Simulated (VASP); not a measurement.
# W (Im-3m) in VASP: single point with r2SCAN

Aim: the single point of W with r2SCAN.

Everything below comes from runs of VASP 6.6.1. Logs are shortened: lines on timing, memory, paths and dates and some standing lists are left out, and cuts for length are marked.

## 1. The cell of the first run

It takes space group Im-3m (No. 229, cubic). The conventional cell has a = 3.199 Å, b = 3.199 Å, c = 3.199 Å, α = 90.00°, β = 90.00°, γ = 90.00°. W (site symmetry m-3m) has 14 W at 2.77 to 3.20 Å within 3.7 Å.

## 2. Single point, r2SCAN

The input, POSCAR:

```
W
1.0
   -1.5993790600      1.5993790600      1.5993790600
    1.5993790600     -1.5993790600      1.5993790600
    1.5993790600      1.5993790600     -1.5993790600
W
1
Direct
    0.0000000000      0.0000000000      0.0000000000
```

The input, INCAR.step1:

```
PREC = Accurate
ENCUT = 520
ISMEAR = -1
SIGMA = 0.1
LREAL = F
LASPH = T
NELM = 60
NBANDS = 13
GGA = PE
ALGO = Normal
EDIFF = 1E-4
LWAVE = T
LCHARG = F
```

The input, INCAR.step2:

```
PREC = Accurate
ENCUT = 520
EDIFF = 1E-6
ISMEAR = -1
SIGMA = 0.1
LREAL = F
LASPH = T
NELM = 60
ALGO = Normal
ISIF = 2
LWAVE = F
LCHARG = T
METAGGA = R2SCAN
LMIXTAU = T
LELF = T
LVHAR = T
NBANDS = 13
ISTART = 1
```

The input, KPOINTS:

```
regular mesh
0
Gamma
  15 15 15
```

Potentials or basis: VASP PAW PBE potentials, release 64 (W_sv).

Command:

```
$ cat potpaw_PBE.64/W_sv/POTCAR > POTCAR
$ cp INCAR.step1 INCAR
$ mpirun -np 1 vasp_std > vasp.out
$ cp INCAR.step2 INCAR
$ mpirun -np 1 vasp_std > vasp.out
```

OUTCAR:

```text
PREC = Accurate
   ENCUT = 520
   EDIFF = 1E-6
   ISMEAR = -1
   LREAL = F
   LASPH = T
   NELM = 60
   ISIF = 2
   METAGGA = R2SCAN
   ISTART = 1

 ion  position               nearest neighbor table
   1  0.000  0.000  0.000-

  LATTYP: Found a body centered cubic cell.
 ALAT       =     3.1987581200

  Lattice vectors:

 A1 = (  -1.5993790600,   1.5993790600,   1.5993790600)
 A2 = (   1.5993790600,  -1.5993790600,   1.5993790600)
 A3 = (   1.5993790600,   1.5993790600,  -1.5993790600)

Analysis of symmetry for initial positions (statically):
=====================================================================
 Subroutine PRICEL returns:
 Original cell was already a primitive cell.

 Routine SETGRP: Setting up the symmetry group for a
 body centered cubic supercell.

 Subroutine GETGRP returns: Found 48 space group operations
 (whereof 48 operations were pure point group operations)
 out of a pool of 48 trial point group operations.

The static configuration has the point symmetry O_h .

Analysis of symmetry for dynamics (positions and initial velocities):
=====================================================================
 Subroutine PRICEL returns:
 Original cell was already a primitive cell.

 Routine SETGRP: Setting up the symmetry group for a
 body centered cubic supercell.

 Subroutine GETGRP returns: Found 48 space group operations
 (whereof 48 operations were pure point group operations)
 out of a pool of 48 trial point group operations.

The dynamic configuration has the point symmetry O_h .

 Subroutine INISYM returns: Found 48 space group operations
 (whereof 48 operations are pure point group operations),
 and found     1 'primitive' translations

----------------------------------------------------------------------------------------

                                     Primitive cell

  volume of cell :      16.3649

  direct lattice vectors                    reciprocal lattice vectors
    -1.599379060  1.599379060  1.599379060     0.000000000  0.312621324  0.312621324
     1.599379060 -1.599379060  1.599379060     0.312621324  0.000000000  0.312621324
     1.599379060  1.599379060 -1.599379060     0.312621324  0.312621324  0.000000000

  length of vectors
     2.770205792  2.770205792  2.770205792     0.442113317  0.442113317  0.442113317

  position of ions in fractional coordinates (direct lattice)
     0.000000000  0.000000000  0.000000000

  ion indices of the primitive-cell ions
   primitive index   ion index
                 1           1

----------------------------------------------------------------------------------------

 KPOINTS: regular mesh

Automatic generation of k-mesh.
 Grid dimensions read from file:
 generate k-points for:   15   15   15

 Generating k-lattice:

  Cartesian coordinates                     Fractional coordinates (reciprocal lattice)
     0.000000000  0.020841422  0.020841422     0.066666667  0.000000000  0.000000000
     0.020841422  0.000000000  0.020841422     0.000000000  0.066666667  0.000000000
     0.020841422  0.020841422  0.000000000     0.000000000  0.000000000  0.066666667

  Length of vectors
     0.029474221  0.029474221  0.029474221

  Shift w.r.t. Gamma in fractional coordinates (k-lattice)
     0.000000000  0.000000000  0.000000000

 Subroutine IBZKPT returns following result:
 ===========================================

 Found    120 irreducible k-points:

 Following reciprocal coordinates:
            Coordinates               Weight
  0.000000  0.000000  0.000000      1.000000
  0.066667  0.000000  0.000000     12.000000
  0.133333  0.000000  0.000000     12.000000
  0.200000  0.000000  0.000000     12.000000
  0.266667  0.000000  0.000000     12.000000
  0.333333  0.000000  0.000000     12.000000
[... 16 lines left out ...]
  0.333333  0.200000 -0.000000     48.000000
  0.400000  0.200000  0.000000     24.000000
 [... further k-points ...]
   k-points           NKPTS =    120   k-points in BZ     NKDIM =    120   number of bands    NBANDS=     13
   number of dos      NEDOS =    301   number of ions     NIONS =      1
   total plane-waves  NPLWV =  13824
   dimension x,y,z NGX =    24 NGY =   24 NGZ =   24
   dimension x,y,z NGXF=    48 NGYF=   48 NGZF=   48
   ions per type =               1
   NGX,Y,Z   is equivalent  to a cutoff of  14.40, 14.40, 14.40 a.u.
   NGXF,Y,Z  is equivalent  to a cutoff of  28.81, 28.81, 28.81 a.u.
 SYSTEM =  unknown system
   PREC   = accura    normal or accurate (medium, high low for compatibility)
   ISTART =      1    job   : 0-new  1-cont  2-samecut
   ICHARG =      0    charge: 1-file 2-atom 10-const
   ISPIN  =      1    spin polarized calculation?
   LNONCOLLINEAR =      F non collinear calculations
   LSORBIT =      F    spin-orbit coupling
   LASPH  =      T    aspherical Exc in radial PAW
   ENCUT  =  520.0 eV  38.22 Ry    6.18 a.u.   5.15  5.15  5.15*2*pi/ulx,y,z
   NELM   =     60;   NELMIN=  2; NELMDL=  0     # of ELM steps
   EDIFF  = 0.1E-05   stopping-criterion for ELM
   LREAL  =      F    real-space projection
   EDIFFG = 0.1E-04   stopping-criterion for IOM
   NSW    =      0    number of steps for IOM
   IBRION =     -1    ionic relax: 0-MD 1-quasi-New 2-CG
   NFREE  =      0    steps in history (QN), initial steepest desc. (CG)
   ISIF   =      2    stress and relaxation
   ISYM   =      2    0-nonsym 1-usesym 2-fastsym
   POTIM  = 0.5000    time-step for ionic-motion
   TEBEG  =    0.0;   TEEND  =   0.0 temperature during run
   PSTRESS=    0.0 pullay stress
   NELECT =      14.0000    total number of electrons
   NUPDOWN=      -1.0000    fix difference up-down
   EMIN   =  10.00;   EMAX   =-10.00  energy-range for DOS
   EFERMI =   0.00;   METHOD = LEGACY
   ISMEAR =    -1;   SIGMA  =   0.10  broadening in eV -4-tet -1-fermi 0-gaus
   EFERMI_NEDOS =   21; number of points for ismear=-14 and -15
   IALGO  =     38    algorithm
   IMIX   =      4    mixing-type and parameters
     AMIX     =   0.40;   BMIX     =  1.00
     AMIX_MAG =   1.60;   BMIX_MAG =  1.00
  volume/ion in A,a.u.               =      16.36       110.44
  Fermi-wavevector in a.u.,A,eV,Ry     =   1.554102  2.936826 32.861228  2.415232
  Thomas-Fermi vector in A             =   2.658236
   LORBIT       =      0    0 simple, 1 ext, 2 COOP (PROOUT), +10 PAW based schemes
   METAGGA = R2SCAN    functional components
   LHFCALC =     F    Hartree Fock is set to
   AEXX    =    0.0000 exact exchange contribution
   IVDW    =     0    specifies the selected vdW correction
   LEPSILON=     F    determine dielectric tensor
   LRPA    =     F    only Hartree local field effects (RPA)
 non-spin polarized calculation
  energy-cutoff  :      520.00
  volume of cell :       16.36
 maximum number of plane-waves:       454
 NGX is ok and might be reduce to    24
   NGX = 11   NGY = 11   NGZ = 11

 number of electron      14.0000002 magnetization

 Free energy of the ion-electron system (eV)
  ---------------------------------------------------
  ext. energy  EPLUGINS =         0.00000000
  ---------------------------------------------------
  free energy    TOTEN  =       -51.34804283 eV

  energy without entropy =      -51.33523124  energy(sigma->0) =      -51.34163703

 E-fermi :  10.7919     XC(G=0): -14.7542

 val. band max:       10.7503015681   @ k =  -0.3333   0.4000   0.2667
 cond. band min:      10.8893895557   @ k =   0.4667   0.0667   0.0000
 fundamental gap:      0.1390879876
 Fermi energy:        10.7919234423

 k-point     1 :       0.0000    0.0000    0.0000
  band No.  band energies     occupation
      1     -65.3261      2.00000
      2     -28.2333      2.00000
      3     -28.2333      2.00000
      4     -28.2333      2.00000
      5       0.8860      2.00000
      6       9.6034      1.99999
      7       9.6034      1.99999
      8       9.6034      1.99999
      9      13.3238      0.00000
     10      13.3238      0.00000
     11      26.0206      0.00000
     12      26.0206      0.00000
     13      26.0206      0.00000

 k-point     2 :       0.0667    0.0000    0.0000
  band No.  band energies     occupation
      1     -65.3205      2.00000
      2     -28.2909      2.00000
      3     -28.2513      2.00000
      4     -28.2336      2.00000
      5       1.1021      2.00000
      6       9.4721      2.00000
      7       9.5712      1.99999
      8       9.8104      1.99989
      9      13.1166      0.00000
     10      13.3238      0.00000
     11      26.1994      0.00000
     12      26.3895      0.00000
     13      26.5233      0.00000

 k-point     3 :       0.1333    0.0000    0.0000
  band No.  band energies     occupation
      1     -65.3045      2.00000
      2     -28.4514      2.00000
      3     -28.3018      2.00000
      4     -28.2342      2.00000
      5       1.7170      2.00000
      6       9.1208      2.00000
      7       9.4272      2.00000
      8      10.4218      1.95180
      9      12.7288      0.00000
     10      13.3388      0.00000
     11      26.5885      0.00000
     12      27.4491      0.00000
     13      27.6768      0.00000
[... 305 lines left out ...]
 k-point    23 :       0.3333    0.2000   -0.0000
  band No.  band energies     occupation
      1     -65.1890      2.00000
      2     -29.3018      2.00000
      3     -28.7768      2.00000
      4     -28.3564      2.00000
      5       5.6887      2.00000
      6       7.5077      2.00000
      7       9.0421      2.00000
      8      12.9366      0.00000
      9      14.2345      0.00000
     10      18.3876      0.00000
     11      21.1417      0.00000
     12      24.7796      0.00000
     13      27.4327      0.00000

 k-point    24 :       0.4000    0.2000    0.0000
  band No.  band energies     occupation
      1     -65.1843      2.00000
      2     -29.3215      2.00000
      3     -28.8107      2.00000
      4     -28.3588      2.00000
      5       5.6864      2.00000
      6       7.4828      2.00000
      7       9.3185      2.00000
      8      12.9932      0.00000
      9      14.3954      0.00000
     10      19.1268      0.00000
     11      20.3462      0.00000
     12      24.2526      0.00000
     13      27.2865      0.00000

 [... further k-points ...]

------------------------ aborting loop because EDIFF is reached ----------------------------------------

  FORCE on cell =-STRESS in cart. coord.  units (eV):
  Direction    XX          YY          ZZ          XY          YZ          ZX
  --------------------------------------------------------------------------------------
  -------------------------------------------------------------------------------------
  Total       -0.7598229     -0.7598229     -0.7598229     -0.0000000     -0.0000000     -0.0000000
  in kB      -74.3890064    -74.3890064    -74.3890064     -0.0000000     -0.0000000     -0.0000000
  external PRESSURE =     -74.3890064 kB  Pullay stress =       0.0000000 kB

 VOLUME and BASIS-vectors are now :
 -----------------------------------------------------------------------------
  energy-cutoff  :      520.00
  volume of cell :       16.36
      direct lattice vectors                 reciprocal lattice vectors
    -1.599379060  1.599379060  1.599379060     0.000000000  0.312621324  0.312621324
     1.599379060 -1.599379060  1.599379060     0.312621324  0.000000000  0.312621324
     1.599379060  1.599379060 -1.599379060     0.312621324  0.312621324  0.000000000

 POSITION                                       TOTAL-FORCE (eV/Angst)
 -----------------------------------------------------------------------------------
      0.00000      0.00000      0.00000        -0.000000     -0.000000      0.000000
 -----------------------------------------------------------------------------------
    total drift:                               -0.000000      0.000000      0.000000

  FREE ENERGIE OF THE ION-ELECTRON SYSTEM (eV)
  ---------------------------------------------------
  free  energy   TOTEN  =       -51.3480428275 eV

  energy  without entropy=      -51.3352312377  energy(sigma->0) =      -51.34163703
```

Run time: 2 min. Hardware: 1 thread of AMD EPYC 7R43 (Zen 3), shared host; peak memory 0.13 GiB.

Results:

```
Free energy            : -51.3480 eV
Pressure               : -7.4 GPa
Band gap on the k mesh : zero (band 7 reaches 15.43 eV, above the bottom of band 8 at 9.60 eV)
```

Caveat: the PAW data sets were made with another functional, which shifts forces and pressure a little; spin-orbit coupling is left out, which moves the levels of the heavy elements.
